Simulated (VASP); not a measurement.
Here is a VASP 6.6.1 calculation.

File INCAR:

```
SYSTEM = Zn
PREC = Accurate
ENCUT = 520
EDIFF = 1E-6
ISMEAR = 1
SIGMA = 0.15
LREAL = Auto
LASPH = .TRUE.
NELM = 60
ALGO = Normal
ISIF = 2
LWAVE = .FALSE.
LCHARG = .FALSE.
GGA = PE
NBANDS = 116
```

The input KPOINTS:

```
Automatic mesh
0
G
  2 2 3
  0 0 0
```

POSCAR

```
Zn
1.0
    8.0554147200      0.0000008700      0.0000000000
   -4.0277081100      6.9761933500      0.0000000000
    0.0000000000      0.0000000000      4.9845780000
Zn
17
Direct
    0.0958938405      0.2185668946      0.2477513643
    0.2246502199      0.1140853994      0.7480980336
    0.1163623132      0.5535561738      0.2479939124
    0.2247461487      0.4467159449      0.7484976662
    0.0954635070      0.8727690893      0.2485034841
    0.2262673410      0.7802927084      0.7480077551
    0.4273928290      0.2068130219      0.2480956261
    0.5638134379      0.1165918817      0.7481981424
    0.4526236277      0.5530567191      0.2483712764
    0.5622156316      0.4465487630      0.7485442098
    0.4530018958      0.8982970069      0.2478962111
    0.5622472292      0.7839842213      0.7480641290
    0.8899327691      0.1157562850      0.7470550165
    0.7712598406      0.4975417330      0.2476815490
    0.8923135205      0.4425820887      0.7474046950
    0.7774303300      0.8899293658      0.2479656252
    0.8906972272      0.7786166398      0.7490236887
```

Potentials or basis: VASP PAW PBE potentials, release 64 (Zn).

The run is started by

```console
$ cat potpaw_PBE.64/Zn/POTCAR > POTCAR
$ mpirun -np 1 vasp_std > vasp.out
```

Question: Predict the pressure.

Answer: -2.1 GPa.

Question: Estimate the band gap on the k mesh.

Answer: Zero (band 102 reaches 3.44 eV, above the bottom of band 103 at 1.82 eV).

Stress tensor (GPa, compression positive):
```
-5.09  0.29  0.00
 0.29 -5.22  0.00
 0.00  0.00  3.97
```

Caveat: the k points lie up to 0.45 Å⁻¹ apart.
